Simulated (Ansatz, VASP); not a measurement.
**CoSi2: VASP beside Ansatz**

Contents of INCAR:

```
SYSTEM = CoSi2
ALGO = Normal
EDIFF = 1E-6
ENCUT = 520
GGA = PS
ISIF = 2
ISMEAR = 0
LASPH = .True.
LCHARG = .True.
LELF = .True.
LREAL = .False.
LVHAR = .True.
LWAVE = .False.
NBANDS = 16
NELM = 100
PREC = Accurate
SIGMA = 0.15
```

Contents of KPOINTS:

```
k-points
0
Gamma
  16 16 16
  0 0 0
```

Contents of POSCAR:

```
CoSi2
1.0
    0.0000000000      2.6562539604      2.6562539604
    2.6562539604      0.0000000000      2.6562539604
    2.6562539604      2.6562539604      0.0000000000
Co Si
1 2
Direct
    0.0000000000      0.0000000000      0.0000000000
    0.2744524455      0.2744524455      0.2744524455
    0.7255475545      0.7255475545      0.7255475545
```

Input for Ansatz:

```yaml
crystal:
  lattice:
    - [0.0, 2.6562539604, 2.6562539604]
    - [2.6562539604, 0.0, 2.6562539604]
    - [2.6562539604, 2.6562539604, 0.0]
  atoms:
    - { symbol: Co, position: [0.0, 0.0, 0.0] }
    - { symbol: Si, position: [0.2744524455, 0.2744524455, 0.2744524455] }
    - { symbol: Si, position: [0.7255475545, 0.7255475545, 0.7255475545] }
basis:
  ecutwfc: 420
kpoints:
  mp_grid: { grid: [16, 16, 16] }
hamiltonian:
  xc: pbesol
scf:
  occupations: { method: gaussian, width: 0.15 }
output:
  forces: true
  stress: true
  eigenvalues: true
  write_density: true
  write_potential: true
  elf: true
  volumetric_format: npy
```

Change from the starting cell: mode 4 (341.3 1/cm) frozen in, largest displacement +0.225 Å.

Alike in both runs: task single point; functional PBEsol; k mesh 16 × 16 × 16; occupations gaussian, width 0.15 eV; no spin polarisation.

|  | VASP | Ansatz |
| --- | --- | --- |
| version | VASP 6.6.1 | Ansatz 0.2.0 |
| potentials or method | VASP PAW PBE potentials, release 64 (Co, Si), cutoff 520 eV | scalar-relativistic, plane waves, PAW |
| valence electrons in the cell | 17 | 25 |

```tsv
	VASP	Ansatz	Ansatz less VASP
gap on the k mesh at the Fermi level (eV)	none	none	-
pressure (GPa)	7.3	7.2	-0.12
traceless stress, the component that is largest in VASP (GPa)	-8.77	-8.69	+0.082
rms of the force components (eV/Å)	1.007	1.001	-0.0063
```

VASP's potentials were made for PBE, not for PBEsol. Atom by atom the forces differ by 0.006 eV/Å (rms over components). A gap of «none» marks a metal or a gap that the smearing closes. VASP's potentials hold 17 valence electrons a cell and Ansatz's 25, so a difference there can come from the potentials and not from the codes.
